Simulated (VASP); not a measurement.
# Ge (Fm-3m) in VASP: further runs

The runs below take Ge through single point, with PBE, r2SCANh.

All numbers are computed with VASP 6.6.1; they aren't measurements. Logs are shortened: lines on timing, memory, paths and dates and some standing lists are left out, and cuts for length are marked.

## (1) The cell of the first run

It takes space group Fm-3m (No. 225, cubic). The conventional cell has a = 4.197 Å, b = 4.197 Å, c = 4.197 Å, α = 90.00°, β = 90.00°, γ = 90.00°. Ge (site symmetry m-3m) has 12 Ge at 2.97 Å within 3.9 Å.

## (2) Single point, PBE, collinear spin, zero start

Contents of INCAR:

```
ALGO = Normal
EDIFF = 1E-6
ENCUT = 500
GGA = PE
GGA_COMPAT = False
ISIF = 2
ISMEAR = 0
ISPIN = 2
LASPH = True
LCHARG = False
LORBIT = 11
LREAL = False
LWAVE = False
MAGMOM = 0
NBANDS = 17
NELM = 200
PREC = Accurate
SIGMA = 0.1
```

Contents of KPOINTS:

```
k-points
0
Gamma
  10 10 10
```

Contents of POSCAR:

```
Ge
1.0
    0.0000000000      2.0983605250      2.0983605250
    2.0983605250      0.0000000000      2.0983605250
    2.0983605250      2.0983605250      0.0000000000
Ge
1
Direct
    0.0000000000      0.0000000000      0.0000000000
```

Potentials or basis: VASP PAW PBE potentials, release 64 (Ge_d).

Command:

```bash
$ cat potpaw_PBE.64/Ge_d/POTCAR > POTCAR
$ mpirun -np 1 vasp_std > vasp.out
```

OUTCAR:

```text
EDIFF = 1E-6
   ENCUT = 500
   GGA = PE
   ISIF = 2
   ISMEAR = 0
   ISPIN = 2
   LASPH = True
   LORBIT = 11
   LREAL = False
   NELM = 200
   PREC = Accurate

 ion  position               nearest neighbor table
   1  0.000  0.000  0.000-

  LATTYP: Found a face centered cubic cell.
 ALAT       =     4.1967210500

  Lattice vectors:

 A1 = (   0.0000000000,   2.0983605250,   2.0983605250)
 A2 = (   2.0983605250,   0.0000000000,   2.0983605250)
 A3 = (   2.0983605250,   2.0983605250,   0.0000000000)

Analysis of symmetry for initial positions (statically):
=====================================================================
 Subroutine PRICEL returns:
 Original cell was already a primitive cell.

 Routine SETGRP: Setting up the symmetry group for a
 face centered cubic supercell.

 Subroutine GETGRP returns: Found 48 space group operations
[... 9 lines left out ...]

 Routine SETGRP: Setting up the symmetry group for a
 face centered cubic supercell.

 Subroutine GETGRP returns: Found 48 space group operations
 (whereof 48 operations were pure point group operations)
 out of a pool of 48 trial point group operations.

The dynamic configuration has the point symmetry O_h .

Analysis of structural, dynamic, and magnetic symmetry:
=====================================================================
 Subroutine PRICEL returns:
 Original cell was already a primitive cell.

 Routine SETGRP: Setting up the symmetry group for a
 face centered cubic supercell.

 Subroutine GETGRP returns: Found 48 space group operations
 (whereof 48 operations were pure point group operations)
 out of a pool of 48 trial point group operations.

The overall configuration has the point symmetry O_h .

 Subroutine INISYM returns: Found 48 space group operations
[... 5 lines left out ...]
                                     Primitive cell

  volume of cell :      18.4787

  direct lattice vectors                    reciprocal lattice vectors
     0.000000000  2.098360525  2.098360525    -0.238281265  0.238281265  0.238281265
     2.098360525  0.000000000  2.098360525     0.238281265 -0.238281265  0.238281265
     2.098360525  2.098360525  0.000000000     0.238281265  0.238281265 -0.238281265

  length of vectors
     2.967529913  2.967529913  2.967529913     0.412715257  0.412715257  0.412715257

  position of ions in fractional coordinates (direct lattice)
     0.000000000  0.000000000  0.000000000

  ion indices of the primitive-cell ions
   primitive index   ion index
                 1           1

----------------------------------------------------------------------------------------

 KPOINTS: k-points

Automatic generation of k-mesh.
 Grid dimensions read from file:
 generate k-points for:   10   10   10

 Generating k-lattice:

  Cartesian coordinates                     Fractional coordinates (reciprocal lattice)
    -0.023828126  0.023828126  0.023828126     0.100000000  0.000000000  0.000000000
     0.023828126 -0.023828126  0.023828126     0.000000000  0.100000000  0.000000000
     0.023828126  0.023828126 -0.023828126     0.000000000  0.000000000  0.100000000

  Length of vectors
     0.041271526  0.041271526  0.041271526

  Shift w.r.t. Gamma in fractional coordinates (k-lattice)
     0.000000000  0.000000000  0.000000000

 Subroutine IBZKPT returns following result:
 ===========================================

 Found     47 irreducible k-points:

 Following reciprocal coordinates:
            Coordinates               Weight
  0.000000  0.000000  0.000000      1.000000
  0.100000  0.000000  0.000000      8.000000
  0.200000  0.000000  0.000000      8.000000
  0.300000  0.000000  0.000000      8.000000
  0.400000  0.000000  0.000000      8.000000
  0.500000  0.000000  0.000000      4.000000
[... 16 lines left out ...]
  0.300000  0.300000  0.000000      6.000000
  0.400000  0.300000  0.000000     24.000000
 [... further k-points ...]
   k-points           NKPTS =     47   k-points in BZ     NKDIM =     47   number of bands    NBANDS=     17
   number of dos      NEDOS =    301   number of ions     NIONS =      1
   total plane-waves  NPLWV =  13824
   dimension x,y,z NGX =    24 NGY =   24 NGZ =   24
   dimension x,y,z NGXF=    48 NGYF=   48 NGZF=   48
   ions per type =               1
   NGX,Y,Z   is equivalent  to a cutoff of  13.45, 13.45, 13.45 a.u.
   NGXF,Y,Z  is equivalent  to a cutoff of  26.89, 26.89, 26.89 a.u.
 SYSTEM =  unknown system
   PREC   = accura    normal or accurate (medium, high low for compatibility)
   ISTART =      0    job   : 0-new  1-cont  2-samecut
   ICHARG =      2    charge: 1-file 2-atom 10-const
   ISPIN  =      2    spin polarized calculation?
   LNONCOLLINEAR =      F non collinear calculations
   LSORBIT =      F    spin-orbit coupling
   LASPH  =      T    aspherical Exc in radial PAW
   ENCUT  =  500.0 eV  36.75 Ry    6.06 a.u.   5.41  5.41  5.41*2*pi/ulx,y,z
   NELM   =    200;   NELMIN=  2; NELMDL= -5     # of ELM steps
   EDIFF  = 0.1E-05   stopping-criterion for ELM
   LREAL  =      F    real-space projection
   EDIFFG = 0.1E-04   stopping-criterion for IOM
   NSW    =      0    number of steps for IOM
   IBRION =     -1    ionic relax: 0-MD 1-quasi-New 2-CG
   NFREE  =      0    steps in history (QN), initial steepest desc. (CG)
   ISIF   =      2    stress and relaxation
   ISYM   =      2    0-nonsym 1-usesym 2-fastsym
   POTIM  = 0.5000    time-step for ionic-motion
   TEBEG  =    0.0;   TEEND  =   0.0 temperature during run
   PSTRESS=    0.0 pullay stress
   NELECT =      14.0000    total number of electrons
   NUPDOWN=      -1.0000    fix difference up-down
   EMIN   =  10.00;   EMAX   =-10.00  energy-range for DOS
   EFERMI =   0.00;   METHOD = LEGACY
   ISMEAR =     0;   SIGMA  =   0.10  broadening in eV -4-tet -1-fermi 0-gaus
   EFERMI_NEDOS =   21; number of points for ismear=-14 and -15
   IALGO  =     38    algorithm
   IMIX   =      4    mixing-type and parameters
     AMIX     =   0.40;   BMIX     =  1.00
     AMIX_MAG =   1.60;   BMIX_MAG =  1.00
  volume/ion in A,a.u.               =      18.48       124.70
  Fermi-wavevector in a.u.,A,eV,Ry     =   1.492430  2.820284 30.304914  2.227348
  Thomas-Fermi vector in A             =   2.604959
   LORBIT       =     11    0 simple, 1 ext, 2 COOP (PROOUT), +10 PAW based schemes
[... 30 lines left out ...]
 fundamental gap:      0.1178105872
 Fermi energy:         7.1121919079

 spin component 1

 k-point     1 :       0.0000    0.0000    0.0000
  band No.  band energies     occupation
      1     -17.7155      1.00000
      2     -17.7155      1.00000
      3     -17.7155      1.00000
      4     -17.6624      1.00000
      5     -17.6624      1.00000
      6      -6.3272      1.00000
[... 9 lines left out ...]
     16      28.7112      0.00000
     17      28.9020      0.00000

 k-point     2 :       0.1000    0.0000    0.0000
  band No.  band energies     occupation
      1     -17.7156      1.00000
      2     -17.7104      1.00000
      3     -17.7104      1.00000
      4     -17.6626      1.00000
      5     -17.6626      1.00000
      6      -6.0734      1.00000
[... 9 lines left out ...]
     16      26.1026      0.00000
     17      28.3136      0.00000

 k-point     3 :       0.2000    0.0000    0.0000
  band No.  band energies     occupation
      1     -17.7159      1.00000
      2     -17.7024      1.00000
      3     -17.7024      1.00000
      4     -17.6569      1.00000
      5     -17.6569      1.00000
      6      -5.3123      1.00000
[... 9 lines left out ...]
     16      27.0741      0.00000
     17      31.9788      0.00000

 k-point     4 :       0.3000    0.0000    0.0000
  band No.  band energies     occupation
      1     -17.7171      1.00000
      2     -17.7037      1.00000
      3     -17.7037      1.00000
      4     -17.6387      1.00000
      5     -17.6387      1.00000
      6      -4.0513      1.00000
[... 9 lines left out ...]
     16      29.5502      0.00000
     17      37.6962      0.00000
[... 343 lines left out ...]
      1     -17.7090      1.00000
      2     -17.7045      1.00000
      3     -17.6729      1.00000
      4     -17.6728      1.00000
      5     -17.6321      1.00000
      6      -3.6312      1.00000
[... 9 lines left out ...]
     16      32.5268      0.00000
     17      35.9127      0.00000

 k-point    23 :       0.3000    0.3000    0.0000
  band No.  band energies     occupation
      1     -17.7562      1.00000
      2     -17.7100      1.00000
      3     -17.6406      1.00000
      4     -17.6406      1.00000
      5     -17.6322      1.00000
      6      -3.2862      1.00000
[... 9 lines left out ...]
     16      34.2380      0.00000
     17      34.2412      0.00000

 k-point    24 :       0.4000    0.3000    0.0000
  band No.  band energies     occupation
      1     -17.7580      1.00000
      2     -17.7182      1.00000
      3     -17.6399      1.00000
      4     -17.6287      1.00000
      5     -17.6148      1.00000
      6      -2.0369      1.00000
[... 9 lines left out ...]
     16      36.0756      0.00000
     17      37.2628      0.00000

 [... further k-points ...]

 spin component 2

 k-point     1 :       0.0000    0.0000    0.0000
  band No.  band energies     occupation
      1     -17.7155      1.00000
      2     -17.7155      1.00000
      3     -17.7155      1.00000
      4     -17.6624      1.00000
      5     -17.6624      1.00000
      6      -6.3272      1.00000
[... 9 lines left out ...]
     16      28.7112      0.00000
     17      28.9020      0.00000

 k-point     2 :       0.1000    0.0000    0.0000
  band No.  band energies     occupation
      1     -17.7156      1.00000
      2     -17.7104      1.00000
      3     -17.7104      1.00000
      4     -17.6626      1.00000
      5     -17.6626      1.00000
      6      -6.0734      1.00000
[... 9 lines left out ...]
     16      26.1026      0.00000
     17      28.3136      0.00000

 k-point     3 :       0.2000    0.0000    0.0000
  band No.  band energies     occupation
      1     -17.7158      1.00000
      2     -17.7024      1.00000
      3     -17.7024      1.00000
      4     -17.6569      1.00000
      5     -17.6569      1.00000
      6      -5.3123      1.00000
[... 9 lines left out ...]
     16      27.0741      0.00000
     17      31.9788      0.00000

 k-point     4 :       0.3000    0.0000    0.0000
  band No.  band energies     occupation
      1     -17.7171      1.00000
      2     -17.7036      1.00000
      3     -17.7036      1.00000
      4     -17.6387      1.00000
      5     -17.6387      1.00000
      6      -4.0513      1.00000
[... 9 lines left out ...]
     16      29.5502      0.00000
     17      37.6962      0.00000
[... 343 lines left out ...]
      1     -17.7090      1.00000
      2     -17.7044      1.00000
      3     -17.6728      1.00000
      4     -17.6728      1.00000
      5     -17.6321      1.00000
      6      -3.6312      1.00000
[... 9 lines left out ...]
     16      32.5268      0.00000
     17      35.9129      0.00000

 k-point    23 :       0.3000    0.3000    0.0000
  band No.  band energies     occupation
      1     -17.7562      1.00000
      2     -17.7100      1.00000
      3     -17.6406      1.00000
      4     -17.6406      1.00000
      5     -17.6322      1.00000
      6      -3.2862      1.00000
[... 9 lines left out ...]
     16      34.2380      0.00000
     17      34.2436      0.00000

 k-point    24 :       0.4000    0.3000    0.0000
  band No.  band energies     occupation
      1     -17.7580      1.00000
      2     -17.7182      1.00000
      3     -17.6398      1.00000
      4     -17.6287      1.00000
      5     -17.6148      1.00000
      6      -2.0369      1.00000
[... 9 lines left out ...]
     16      36.0756      0.00000
     17      37.2607      0.00000

 [... further k-points ...]

------------------------ aborting loop because EDIFF is reached ----------------------------------------

  FORCE on cell =-STRESS in cart. coord.  units (eV):
  Direction    XX          YY          ZZ          XY          YZ          ZX
  --------------------------------------------------------------------------------------
  -------------------------------------------------------------------------------------
  Total        0.4294549      0.4294549      0.4294549      0.0000000      0.0000000      0.0000000
  in kB       37.2355584     37.2355584     37.2355584      0.0000000      0.0000000      0.0000000
  external PRESSURE =      37.2355584 kB  Pullay stress =       0.0000000 kB

 VOLUME and BASIS-vectors are now :
 -----------------------------------------------------------------------------
  energy-cutoff  :      500.00
  volume of cell :       18.48
      direct lattice vectors                 reciprocal lattice vectors
     0.000000000  2.098360525  2.098360525    -0.238281265  0.238281265  0.238281265
     2.098360525  0.000000000  2.098360525     0.238281265 -0.238281265  0.238281265
     2.098360525  2.098360525  0.000000000     0.238281265  0.238281265 -0.238281265

 POSITION                                       TOTAL-FORCE (eV/Angst)
 -----------------------------------------------------------------------------------
      0.00000      0.00000      0.00000         0.000000      0.000000      0.000000
 -----------------------------------------------------------------------------------
    total drift:                               -0.000000     -0.000000      0.000000

  FREE ENERGIE OF THE ION-ELECTRON SYSTEM (eV)
  ---------------------------------------------------
  free  energy   TOTEN  =        -4.1709771130 eV

  energy  without entropy=       -4.1652662766  energy(sigma->0) =       -4.16812169

 total charge

# of ion       s       p       d       tot
------------------------------------------
    1        1.276   0.896  10.027  12.198

 magnetization (x)

# of ion       s       p       d       tot
------------------------------------------
    1       -0.000  -0.000  -0.000  -0.000
```

Wall time 26 s (1 thread of AMD EPYC 7R43 (Zen 3), shared host); peak memory 0.12 GiB.

Results:

```
Free energy                                           : -4.1710 eV
Pressure                                              : 3.7 GPa
Band gap on the k mesh                                : zero (filled and empty bands overlap)
Net moment                                            : 0.00 μB per cell
Valence electrons inside the program's atomic spheres : Ge 12.20
```

Levels at points of the mesh, in eV from the Fermi level:
Spin up:
| k point | band 4 | band 5 | band 6 | band 7 | band 8 | band 9 | band 10 | band 11 |
| --- | --- | --- | --- | --- | --- | --- | --- | --- |
| (0.00, 0.00, 0.00) | -24.77 | -24.77 | -13.44 | 9.11 | 9.11 | 9.11 | 14.13 | 14.13 |
| (0.50, 0.00, 0.00) | -24.72 | -24.72 | -8.01 | -5.75 | 6.98 | 6.98 | 12.33 | 12.77 |
| (0.50, 0.50, 0.00) | -24.71 | -24.71 | -5.62 | -4.46 | 2.61 | 2.61 | 6.43 | 6.65 |
Spin down:
```tsv
k point	band 5	band 6	band 7	band 8	band 9	band 10
(0.00, 0.00, 0.00)	-24.77	-13.44	9.11	9.11	9.11	14.13
(0.50, 0.00, 0.00)	-24.72	-8.01	-5.75	6.98	6.98	12.33
(0.50, 0.50, 0.00)	-24.71	-5.62	-4.46	2.61	2.61	6.43
```

## (3) Single point, r2SCANh

POSCAR is that of step 2.

Contents of INCAR.step1:

```
PREC     = Accurate       # precision mode
ENCUT    = 450            # plane-wave cutoff, eV
EDIFF    = 1E-5           # SCF threshold, eV
ISMEAR   = 0              # smearing method
SIGMA    = 0.1            # smearing width, eV
LREAL    = F              # projectors in reciprocal space
LASPH    = T              # aspherical terms in the spheres
NELM     = 120            # most SCF steps
ALGO     = Normal         # electronic algorithm
ISIF     = 2              # what is computed and relaxed
LWAVE    = T              # write WAVECAR
GGA      = PE             # functional
NELECT   = 12.0         
NBANDS   = 13             # bands
GGA_COMPAT= F
```

Contents of INCAR.step2:

```
PREC     = Accurate       # precision mode
ENCUT    = 450            # plane-wave cutoff, eV
EDIFF    = 1E-6           # SCF threshold, eV
ISMEAR   = 0              # smearing method
SIGMA    = 0.1            # smearing width, eV
LREAL    = F              # projectors in reciprocal space
LASPH    = T              # aspherical terms in the spheres
NELM     = 120            # most SCF steps
ALGO     = Normal         # electronic algorithm
ISIF     = 2              # what is computed and relaxed
LWAVE    = F              # write WAVECAR
LCHARG   = T              # write CHGCAR
METAGGA  = R2SCAN         # meta-GGA
LHFCALC  = T              # exact exchange
AEXX     = 0.1            # exact-exchange fraction
LMIXTAU  = T            
PRECFOCK = Normal       
LELF     = T              # ELF
LVHAR    = T            
ISTART   = 1            
NELECT   = 12.0         
NBANDS   = 13             # bands
GGA_COMPAT= F
```

Contents of KPOINTS:

```
regular mesh
0
Gamma
  2 2 2
```

Potentials or basis: VASP PAW PBE potentials, release 64 (Ge_d).

Command:

```bash
$ cat potpaw_PBE.64/Ge_d/POTCAR > POTCAR
$ cp INCAR.step1 INCAR
$ mpirun -np 1 vasp_std > vasp.out
$ cp INCAR.step2 INCAR
$ mpirun -np 1 vasp_std > vasp.out
```

Wall time 23 s (1 thread of AMD EPYC 7R43 (Zen 3), shared host); peak memory 0.11 GiB.

The run converged. Its results:

| Property | Result |
| --- | --- |
| Free energy | -22.4232 eV |

Levels at points of the mesh, in eV from the Fermi level:
```
           k point  band 2  band 3  band 4  band 5  band 6  band 7  band 8  band 9  band 10  band 11
(0.00, 0.00, 0.00)  -22.37  -22.37  -22.32  -22.32   -8.28   15.44   15.44   15.44    21.34    21.34
(0.50, 0.00, 0.00)  -22.36  -22.36  -22.28  -22.28   -2.94    0.85   13.32   13.32    19.43    20.05
(0.50, 0.50, 0.00)  -22.38  -22.28  -22.27  -22.27   -0.58    2.07    9.08    9.08    13.64    13.86
```

Caveat: the k points lie up to 1.30 Å⁻¹ apart; the cell carries a net charge on a neutralising background, which shifts energy and pressure; the cell is charged against a uniform background, so pressure and absolute levels hang on convention; the PAW data sets were made with another functional, which shifts forces and pressure a little.

## (4) Single point, PBE, collinear spin, ferromagnetic start

Contents of INCAR:

```
ALGO = Normal
EDIFF = 1E-6
ENCUT = 500
GGA = PE
GGA_COMPAT = F
ISIF = 2
ISMEAR = 0
ISPIN = 2
LASPH = T
LCHARG = F
LORBIT = 11
LREAL = F
LWAVE = F
MAGMOM = 4
NBANDS = 17
NELECT = 13.75
NELM = 200
PREC = Accurate
SIGMA = 0.1
```

Contents of KPOINTS:

```
k-points
0
Gamma
  10 10 10
```

POSCAR, as its differences from that of step 3:

```diff
@@ -8,2 +8,2 @@
 Direct
-    0.0000000000      0.0000000000      0.0000000000
+    0.8540000000      0.5970000000      0.9470000000
```

Command:

```bash
$ cat potpaw_PBE.64/Ge_d/POTCAR > POTCAR
$ mpirun -np 1 vasp_std > vasp.out
```

Run time: 34 s. Hardware: 1 thread of AMD EPYC 7R43 (Zen 3), shared host; peak memory 0.12 GiB.

It converged, with:

```
Free energy                                           : -5.9115 eV
Net moment                                            : 0.00 μB per cell
Valence electrons inside the program's atomic spheres : Ge 12.07
```

Levels at points of the mesh, in eV from the Fermi level:
Spin up:
```
           k point  band 4  band 5  band 6  band 7  band 8  band 9  band 10  band 11
(0.00, 0.00, 0.00)  -24.25  -24.25  -12.69    9.82    9.82    9.82    14.90    14.90
(0.50, 0.00, 0.00)  -24.20  -24.20   -7.30   -4.97    7.69    7.69    13.06    13.56
(0.50, 0.50, 0.00)  -24.19  -24.19   -4.92   -3.70    3.35    3.35     7.23     7.43
```
Spin down:
| k point | band 4 | band 5 | band 6 | band 7 | band 8 | band 9 | band 10 | band 11 |
| --- | --- | --- | --- | --- | --- | --- | --- | --- |
| (0.00, 0.00, 0.00) | -24.25 | -24.25 | -12.69 | 9.82 | 9.82 | 9.82 | 14.90 | 14.90 |
| (0.50, 0.00, 0.00) | -24.20 | -24.20 | -7.30 | -4.97 | 7.69 | 7.69 | 13.06 | 13.56 |
| (0.50, 0.50, 0.00) | -24.19 | -24.19 | -4.92 | -3.70 | 3.35 | 3.35 | 7.23 | 7.43 |

Caveat: the cell carries a net charge on a neutralising background, which shifts energy and pressure; the cell is charged against a uniform background, so pressure and absolute levels hang on convention.
